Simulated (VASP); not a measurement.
# Re (P6/mmm) in VASP: a series of runs

Re is run at these levels: BLYP; tasks: single point, relaxation of cell and atoms.

Everything below comes from runs of VASP 6.6.1. Logs are shortened: lines on timing, memory, paths and dates and some standing lists are left out, and cuts for length are marked.

## Step 1: The cell of the first run

Symmetry: P6/mmm, No. 191, hexagonal system. Conventional cell: a = 4.547 Å, b = 4.547 Å, c = 2.860 Å, α = 90.00°, β = 90.00°, γ = 120.00°. Within 3.8 Å of Re (site symmetry 6/mmm) lie 14 Re at 2.86 to 2.99 Å. Within 3.5 Å of Re (site symmetry -6m2) lie 11 Re at 2.63 to 2.99 Å.

## Step 2: Single point, BLYP (volume scaled by 1.08)

File INCAR:

```
  PREC = Accurate
  ENCUT = 520
  EDIFF = 1E-6
  ISMEAR = -1
  SIGMA = 0.1
  LREAL = False
  LASPH = True
  NELM = 60
  ALGO = Normal
  ISIF = 2
  LWAVE = False
  LCHARG = False
  GGA = B5
  ALDAX = 1.0
  AGGAX = 1.0
  AGGAC = 1.0
  ALDAC = 0.0
  NBANDS = 18
```

File KPOINTS:

```
regular mesh
0
Gamma
  9 9 13
```

File POSCAR:

```
Re
1.0
    4.5474966481      0.0000000000      0.0000000000
   -2.2737483240      3.9382476209      0.0000000000
    0.0000000000      0.0000000000      2.8597792429
Re
3
Direct
    1.0000000000      1.0000000000      1.0000000000
    0.3333333333      0.6666666667      0.5000000000
    0.6666666667      0.3333333333      0.5000000000
```

Potentials or basis: VASP PAW PBE potentials, release 64 (Re).

Command:

```
$ cat potpaw_PBE.64/Re/POTCAR > POTCAR
$ mpirun -np 1 vasp_std > vasp.out
```

OUTCAR:

```text
PREC = Accurate
   ENCUT = 520
   EDIFF = 1E-6
   ISMEAR = -1
   LREAL = False
   LASPH = True
   NELM = 60
   ISIF = 2
   GGA = B5

 ion  position               nearest neighbor table
   1  0.000  0.000  0.000-   2 2.99   3 2.99   2 2.99   3 2.99   2 2.99   2 2.99   3 2.99   3 2.99
                             3 2.99   3 2.99   2 2.99   2 2.99
   2  0.333  0.667  0.500-   3 2.63   3 2.63   3 2.63   1 2.99   1 2.99   1 2.99   1 2.99   1 2.99
                             1 2.99
   3  0.667  0.333  0.500-   2 2.63   2 2.63   2 2.63   1 2.99   1 2.99   1 2.99   1 2.99   1 2.99
                             1 2.99

  LATTYP: Found a hexagonal cell.
 ALAT       =     4.5474966481
 C/A-ratio  =     0.6288689062

  Lattice vectors:

 A1 = (   4.5474966481,   0.0000000000,   0.0000000000)
 A2 = (  -2.2737483240,   3.9382476209,   0.0000000000)
 A3 = (   0.0000000000,   0.0000000000,   2.8597792429)

Analysis of symmetry for initial positions (statically):
=====================================================================
 Subroutine PRICEL returns:
 Original cell was already a primitive cell.

 Routine SETGRP: Setting up the symmetry group for a
 hexagonal supercell.

 Subroutine GETGRP returns: Found 24 space group operations
 (whereof 24 operations were pure point group operations)
 out of a pool of 24 trial point group operations.

The static configuration has the point symmetry D_6h.

Analysis of symmetry for dynamics (positions and initial velocities):
=====================================================================
 Subroutine PRICEL returns:
 Original cell was already a primitive cell.

 Routine SETGRP: Setting up the symmetry group for a
 hexagonal supercell.

 Subroutine GETGRP returns: Found 24 space group operations
 (whereof 24 operations were pure point group operations)
 out of a pool of 24 trial point group operations.

The dynamic configuration has the point symmetry D_6h.

 Subroutine INISYM returns: Found 24 space group operations
 (whereof 24 operations are pure point group operations),
 and found     1 'primitive' translations

----------------------------------------------------------------------------------------

                                     Primitive cell

  volume of cell :      51.2163

  direct lattice vectors                    reciprocal lattice vectors
     4.547496648  0.000000000  0.000000000     0.219901207  0.126960021  0.000000000
    -2.273748324  3.938247621  0.000000000     0.000000000  0.253920042  0.000000000
     0.000000000  0.000000000  2.859779243     0.000000000  0.000000000  0.349677340

  length of vectors
     4.547496648  4.547496648  2.859779243     0.253920042  0.253920042  0.349677340

  position of ions in fractional coordinates (direct lattice)
     0.000000000  0.000000000  0.000000000
     0.333333333  0.666666667  0.500000000
     0.666666667  0.333333333  0.500000000

  ion indices of the primitive-cell ions
   primitive index   ion index
                 1           1
                 2           2
                 3           3

----------------------------------------------------------------------------------------

 KPOINTS: regular mesh

Automatic generation of k-mesh.
 Grid dimensions read from file:
 generate k-points for:    9    9   13

 Generating k-lattice:

  Cartesian coordinates                     Fractional coordinates (reciprocal lattice)
     0.024433467  0.014106669  0.000000000     0.111111111 -0.000000000  0.000000000
     0.000000000  0.028213338  0.000000000     0.000000000  0.111111111  0.000000000
     0.000000000  0.000000000  0.026898257     0.000000000  0.000000000  0.076923077

  Length of vectors
     0.028213338  0.028213338  0.026898257

  Shift w.r.t. Gamma in fractional coordinates (k-lattice)
     0.000000000  0.000000000  0.000000000

 Subroutine IBZKPT returns following result:
 ===========================================

 Found     84 irreducible k-points:

 Following reciprocal coordinates:
            Coordinates               Weight
  0.000000  0.000000  0.000000      1.000000
  0.111111  0.000000  0.000000      6.000000
  0.222222  0.000000  0.000000      6.000000
  0.333333  0.000000  0.000000      6.000000
  0.444444  0.000000  0.000000      6.000000
  0.111111  0.111111  0.000000      6.000000
[... 16 lines left out ...]
  0.333333  0.222222  0.076923     24.000000
  0.333333  0.333333  0.076923      4.000000
 [... further k-points ...]
   k-points           NKPTS =     84   k-points in BZ     NKDIM =     84   number of bands    NBANDS=     18
   number of dos      NEDOS =    301   number of ions     NIONS =      3
   total plane-waves  NPLWV =  31104
   dimension x,y,z NGX =    36 NGY =   36 NGZ =   24
   dimension x,y,z NGXF=    72 NGYF=   72 NGZF=   48
   ions per type =               3
   NGX,Y,Z   is equivalent  to a cutoff of  13.16, 13.16, 13.95 a.u.
   NGXF,Y,Z  is equivalent  to a cutoff of  26.32, 26.32, 27.90 a.u.
 SYSTEM =  unknown system
   PREC   = accura    normal or accurate (medium, high low for compatibility)
   ISTART =      0    job   : 0-new  1-cont  2-samecut
   ICHARG =      2    charge: 1-file 2-atom 10-const
   ISPIN  =      1    spin polarized calculation?
   LNONCOLLINEAR =      F non collinear calculations
   LSORBIT =      F    spin-orbit coupling
   LASPH  =      T    aspherical Exc in radial PAW
   ENCUT  =  520.0 eV  38.22 Ry    6.18 a.u.   8.46  8.46  5.32*2*pi/ulx,y,z
   NELM   =     60;   NELMIN=  2; NELMDL= -5     # of ELM steps
   EDIFF  = 0.1E-05   stopping-criterion for ELM
   LREAL  =      F    real-space projection
   EDIFFG = 0.1E-04   stopping-criterion for IOM
   NSW    =      0    number of steps for IOM
   IBRION =     -1    ionic relax: 0-MD 1-quasi-New 2-CG
   NFREE  =      0    steps in history (QN), initial steepest desc. (CG)
   ISIF   =      2    stress and relaxation
   ISYM   =      2    0-nonsym 1-usesym 2-fastsym
   POTIM  = 0.5000    time-step for ionic-motion
   TEBEG  =    0.0;   TEEND  =   0.0 temperature during run
   PSTRESS=    0.0 pullay stress
   NELECT =      21.0000    total number of electrons
   NUPDOWN=      -1.0000    fix difference up-down
   EMIN   =  10.00;   EMAX   =-10.00  energy-range for DOS
   EFERMI =   0.00;   METHOD = LEGACY
   ISMEAR =    -1;   SIGMA  =   0.10  broadening in eV -4-tet -1-fermi 0-gaus
   EFERMI_NEDOS =   21; number of points for ismear=-14 and -15
   IALGO  =     38    algorithm
   IMIX   =      4    mixing-type and parameters
     AMIX     =   0.40;   BMIX     =  1.00
     AMIX_MAG =   1.60;   BMIX_MAG =  1.00
  volume/ion in A,a.u.               =      17.07       115.21
  Fermi-wavevector in a.u.,A,eV,Ry     =   1.216219  2.298322 20.125600  1.479190
  Thomas-Fermi vector in A             =   2.351581
   LORBIT       =      0    0 simple, 1 ext, 2 COOP (PROOUT), +10 PAW based schemes
   GGA     = B5    functional components
   LHFCALC =     F    Hartree Fock is set to
   AEXX    =    0.0000 exact exchange contribution
   IVDW    =     0    specifies the selected vdW correction
   LEPSILON=     F    determine dielectric tensor
   LRPA    =     F    only Hartree local field effects (RPA)
 non-spin polarized calculation
  energy-cutoff  :      520.00
  volume of cell :       51.22
 maximum number of plane-waves:      1402
 NGX is ok and might be reduce to    36
   NGX = 17   NGY = 17   NGZ = 11

 number of electron      20.9999998 magnetization

 Free energy of the ion-electron system (eV)
  ---------------------------------------------------
  ext. energy  EPLUGINS =         0.00000000
  ---------------------------------------------------
  free energy    TOTEN  =       -31.69842902 eV

  energy without entropy =      -31.61188083  energy(sigma->0) =      -31.65515493

 E-fermi :   6.7964     XC(G=0): -12.2185

 val. band max:        6.7931141713   @ k =   0.0000   0.0000   0.0000
 cond. band min:       6.8014363410   @ k =   0.2222   0.2222   0.3077
 fundamental gap:      0.0083221696
 Fermi energy:         6.7963570159

 k-point     1 :       0.0000    0.0000    0.0000
  band No.  band energies     occupation
      1      -1.9260      2.00000
      2       1.9389      2.00000
      3       4.0913      2.00000
      4       4.4185      2.00000
      5       4.4185      2.00000
      6       4.4628      2.00000
[... 10 lines left out ...]
     17      13.7555      0.00000
     18      15.3361      0.00000

 k-point     2 :       0.1111    0.0000    0.0000
  band No.  band energies     occupation
      1      -1.7481      2.00000
      2       1.9907      2.00000
      3       3.4673      2.00000
      4       3.9802      2.00000
      5       4.0095      2.00000
      6       4.8162      2.00000
[... 10 lines left out ...]
     17      13.7947      0.00000
     18      14.7941      0.00000

 k-point     3 :       0.2222    0.0000    0.0000
  band No.  band energies     occupation
      1      -1.2354      2.00000
      2       2.0119      2.00000
      3       2.7186      2.00000
      4       3.4387      2.00000
      5       3.7853      2.00000
      6       4.7861      2.00000
[... 10 lines left out ...]
     17      12.5783      0.00000
     18      13.2334      0.00000

 k-point     4 :       0.3333    0.0000    0.0000
  band No.  band energies     occupation
      1      -0.4533      2.00000
      2       1.6209      2.00000
      3       2.2843      2.00000
      4       3.2032      2.00000
      5       3.7459      2.00000
      6       4.4906      2.00000
[... 375 lines left out ...]
      4       3.3369      2.00000
      5       4.1129      2.00000
      6       4.7769      2.00000
[... 10 lines left out ...]
     17      10.5423      0.00000
     18      11.1487      0.00000

 k-point    23 :       0.3333    0.2222    0.0769
  band No.  band energies     occupation
      1       0.7288      2.00000
      2       1.3098      2.00000
      3       1.6127      2.00000
      4       3.7464      2.00000
      5       4.0094      2.00000
      6       4.4695      2.00000
[... 10 lines left out ...]
     17       9.7333      0.00000
     18      10.4204      0.00000

 k-point    24 :       0.3333    0.3333    0.0769
  band No.  band energies     occupation
      1       0.8682      2.00000
      2       1.4079      2.00000
      3       1.4079      2.00000
      4       3.9649      2.00000
      5       3.9649      2.00000
      6       4.5141      2.00000
[... 10 lines left out ...]
     17       9.6229      0.00000
     18      10.1917      0.00000

 [... further k-points ...]
[... 5 lines left out ...]
  --------------------------------------------------------------------------------------
  -------------------------------------------------------------------------------------
  Total       -6.3719744     -6.3719744     -5.5497837     -0.0000000     -0.0000000      0.0000000
  in kB     -199.3318447   -199.3318447   -173.6115947     -0.0000000     -0.0000000      0.0000000
  external PRESSURE =    -190.7584281 kB  Pullay stress =       0.0000000 kB

 VOLUME and BASIS-vectors are now :
 -----------------------------------------------------------------------------
  energy-cutoff  :      520.00
  volume of cell :       51.22
      direct lattice vectors                 reciprocal lattice vectors
     4.547496648  0.000000000  0.000000000     0.219901207  0.126960021  0.000000000
    -2.273748324  3.938247621  0.000000000     0.000000000  0.253920042  0.000000000
     0.000000000  0.000000000  2.859779243     0.000000000  0.000000000  0.349677340

 POSITION                                       TOTAL-FORCE (eV/Angst)
 -----------------------------------------------------------------------------------
      0.00000      0.00000      0.00000         0.000000      0.000000      0.000000
     -0.00000      2.62550      1.42989        -0.000000      0.000000     -0.000000
      2.27375      1.31275      1.42989         0.000000      0.000000      0.000000
 -----------------------------------------------------------------------------------
    total drift:                                0.000000      0.000000     -0.000000

  FREE ENERGIE OF THE ION-ELECTRON SYSTEM (eV)
  ---------------------------------------------------
  free  energy   TOTEN  =       -31.6984290220 eV

  energy  without entropy=      -31.6118808330  energy(sigma->0) =      -31.65515493
```

Wall time 54 s (1 thread of Intel Xeon Platinum 8559C (Emerald Rapids), shared host); peak memory 0.21 GiB.

Results:

```
Free energy : -31.6984 eV
Pressure    : -19.1 GPa
```

Caveat: the cell differs from its parent crystal (volume scaled by 1.08); the PAW data sets were made with another functional, which shifts forces and pressure a little; spin-orbit coupling is left out, which moves the levels of the heavy elements.

## Step 3: Single point, BLYP (volume scaled by 1.12)

File INCAR:

```
SYSTEM = Re
PREC = Accurate
ENCUT = 520
EDIFF = 1E-6
ISMEAR = -1
SIGMA = 0.1
LREAL = .False.
LASPH = .True.
NELM = 100
ALGO = Normal
ISIF = 2
LWAVE = .False.
LCHARG = .False.
GGA = B5
ALDAX = 1.0
AGGAX = 1.0
AGGAC = 1.0
ALDAC = 0.0
NBANDS = 18
```

File KPOINTS:

```
regular mesh
0
Gamma
  9 9 13
  0 0 0
```

File POSCAR:

```
Re
1.0
    4.6029593904      0.0000000000      0.0000000000
   -2.3014796952      3.9862797647      0.0000000000
    0.0000000000      0.0000000000      2.8946580370
Re
3
Direct
    1.0000000000      1.0000000000      1.0000000000
    0.3333333333      0.6666666667      0.5000000000
    0.6666666667      0.3333333333      0.5000000000
```

Potentials or basis: VASP PAW PBE potentials, release 64 (Re).

Command:

```
$ cat potpaw_PBE.64/Re/POTCAR > POTCAR
$ mpirun -np 1 vasp_std > vasp.out
```

It took 54 s on 1 thread of Intel Xeon Platinum 8559C (Emerald Rapids), shared host; peak memory 0.21 GiB.

Results (log left out):

- Free energy: -31.4294 eV
- Pressure: -26.3 GPa

Stress tensor (GPa, compression positive):
```
-27.45   0.00   0.00
  0.00 -27.45   0.00
  0.00   0.00 -23.90
```

Levels at points of the mesh, in eV from the Fermi level:
```
           k point  band 6  band 7  band 8  band 9  band 10  band 11  band 12  band 13  band 14  band 15
(0.00, 0.00, 0.00)   -2.23   -2.23   -1.54   -0.65    -0.65     0.00     0.00     0.05     0.05     3.24
```

Caveat: the cell differs from its parent crystal (volume scaled by 1.12); the PAW data sets were made with another functional, which shifts forces and pressure a little; spin-orbit coupling is left out, which moves the levels of the heavy elements.

## Step 4: Single point, BLYP

This run uses another cell than the first one, of 15.81 Å³/atom, 0.926 times its volume.

INCAR: that of step 3 with these lines changed.

```diff
@@ -12,3 +12,3 @@
 LWAVE = .False.
-LCHARG = .False.
+LCHARG = .True.
 GGA = B5
@@ -18,2 +18,4 @@
 ALDAC = 0.0
+LELF = .True.
+LVHAR = .True.
 NBANDS = 18
```

File KPOINTS:

```
regular mesh
0
Gamma
  11 11 15
  0 0 0
```

File POSCAR:

```
Re
1.0
    4.4323202878      0.0000000000      0.0000000000
   -2.2161601439      3.8385019670      0.0000000000
    0.0000000000      0.0000000000      2.7873484112
Re
3
Direct
    1.0000000000      1.0000000000      1.0000000000
    0.3333333333      0.6666666667      0.5000000000
    0.6666666667      0.3333333333      0.5000000000
```

Command:

```
$ cat potpaw_PBE.64/Re/POTCAR > POTCAR
$ mpirun -np 1 vasp_std > vasp.out
```

It took 72 s on 1 thread of Intel Xeon Platinum 8559C (Emerald Rapids), shared host; peak memory 0.23 GiB.

It converged, with:

```
Free energy : -31.9238 eV
Pressure    : 1.3 GPa
```

Stress tensor (GPa, compression positive):
```
1.16 0.00 0.00
0.00 1.16 0.00
0.00 0.00 1.57
```

Levels at points of the mesh, in eV from the Fermi level:
```
           k point  band 7  band 8  band 9  band 10  band 11  band 12  band 13  band 14
(0.00, 0.00, 0.00)   -2.57   -1.79   -0.78    -0.78    -0.04    -0.04     0.02     0.02
```

Caveat: the PAW data sets were made with another functional, which shifts forces and pressure a little; spin-orbit coupling is left out, which moves the levels of the heavy elements.

## Step 5: Relaxation of cell and atoms, BLYP

This run uses another cell than the first one, of 14.71 Å³/atom, 0.862 times its volume.

File INCAR:

```
AGGAC = 1.0 ; AGGAX = 1.0
ALDAC = 0.0 ; ALDAX = 1.0
ALGO = Normal ; EDIFF = 1E-7
EDIFFG = -0.01 ; ENCUT = 600
GGA = B5 ; IBRION = 2
ISIF = 3 ; ISMEAR = -1
LASPH = T ; LCHARG = F
LREAL = F ; LWAVE = F
NELM = 60 ; NSW = 80
PREC = Accurate ; SIGMA = 0.1
```

File KPOINTS:

```
k-points
0
Gamma
  8 8 12
```

File POSCAR:

```
Re
1.0
    4.3646887072      0.0000000000      0.0000000000
   -2.1823443536      3.7799313000      0.0000000000
    0.0000000000      0.0000000000      2.6755541775
Re
3
Direct
    0.0000000000      0.0000000000      0.0000000000
    0.3333333333      0.6666666667      0.5000000000
    0.6666666667      0.3333333333      0.5000000000
```

Command:

```
$ cat potpaw_PBE.64/Re/POTCAR > POTCAR
$ mpirun -np 1 vasp_std > vasp.out
```

It took 4.9 min on 1 thread of Intel Xeon Platinum 8559C (Emerald Rapids), shared host; peak memory 0.21 GiB.

The run converged. Its results:

| Quantity | Value |
| --- | --- |
| Free energy | -31.9215 eV |
| Relaxed volume | 15.88 Å³/atom |
| Relaxed cell | a = 4.437 Å, b = 4.437 Å, c = 2.794 Å, α = 90.00°, β = 90.00°, γ = 120.00° |
| Space group after relaxing (to 0.05 Å) | P6/mmm (No. 191) |
| Energy gained by relaxing | 102.4 meV/atom |
| Ionic steps | 9 |
| Pressure after relaxing | 0.0 GPa |

Step by step:
```tsv
step	energy change (eV)	largest force (eV/Å)	pressure (GPa)	volume (Å³)
1	0.0000	0.0000	27.79	44.14
2	2.3373	0.0000	-43.79	62.50
3	-0.2911	0.0000	-3.47	48.15
4	-0.2953	0.0000	-0.93	47.74
5	-0.2953	0.0000	-0.45	47.66
6	-0.3014	0.0000	1.04	47.54
7	-0.3071	0.0000	0.33	47.60
8	-0.3069	0.0000	-0.78	47.77
9	-0.3072	0.0000	0.01	47.65
```

Final structure:
```
Re
1.0
     4.43738    0.00000    0.00000
    -2.21869    3.84288    0.00000
     0.00000    0.00000    2.79408
Re
3
Direct
  0.00000 0.00000 0.00000
  0.33333 0.66667 0.50000
  0.66667 0.33333 0.50000
```

Levels at points of the mesh, in eV from the Fermi level:
```tsv
k point	band 8	band 9	band 10	band 11	band 12	band 13
(0.00, 0.00, 0.00)	-1.76	-0.76	-0.76	-0.03	-0.03	0.02
(0.50, 0.00, 0.00)	-1.64	-1.43	0.24	0.25	1.20	1.85
(0.00, 0.00, 0.50)	-0.81	-0.79	-0.79	2.57	2.57	3.46
(0.50, 0.00, 0.50)	-1.02	-0.83	-0.35	0.71	2.01	2.95
```

Caveat: the PAW data sets were made with another functional, which shifts forces and pressure a little; spin-orbit coupling is left out, which moves the levels of the heavy elements.

## Step 6: The runs side by side

| task | cell | k mesh | cutoff (eV) | gap on the mesh (eV) | pressure (GPa) |
| --- | --- | --- | --- | --- | --- |
| single point | a = 4.547, b = 4.547, c = 2.860 Å, angles 90.0, 90.0, 120.0°, 3 atoms | 9 × 9 × 13 | 520 | none | -19.1 |
| single point | a = 4.603, b = 4.603, c = 2.895 Å, angles 90.0, 90.0, 120.0°, 3 atoms | 9 × 9 × 13 | 520 | none | -26.3 |
| single point | a = 4.432, b = 4.432, c = 2.787 Å, angles 90.0, 90.0, 120.0°, 3 atoms | 11 × 11 × 15 | 520 | none | 1.3 |
| relaxation of cell and atoms | relaxed from a = 4.365, b = 4.365, c = 2.676 Å, angles 90.0, 90.0, 120.0°, 3 atoms | 8 × 8 × 12 | 600 | none | 0.0 |

Alike in all rows: level BLYP; potentials or basis VASP PAW PBE potentials, release 64 (Re); no spin polarisation; smearing fermi-dirac 0.1 eV.

Caveats: the PAW data sets were made with another functional, which shifts forces and pressure a little; spin-orbit coupling is left out, which moves the levels of the heavy elements.

Absolute energies hang on the potentials; compare differences alone.
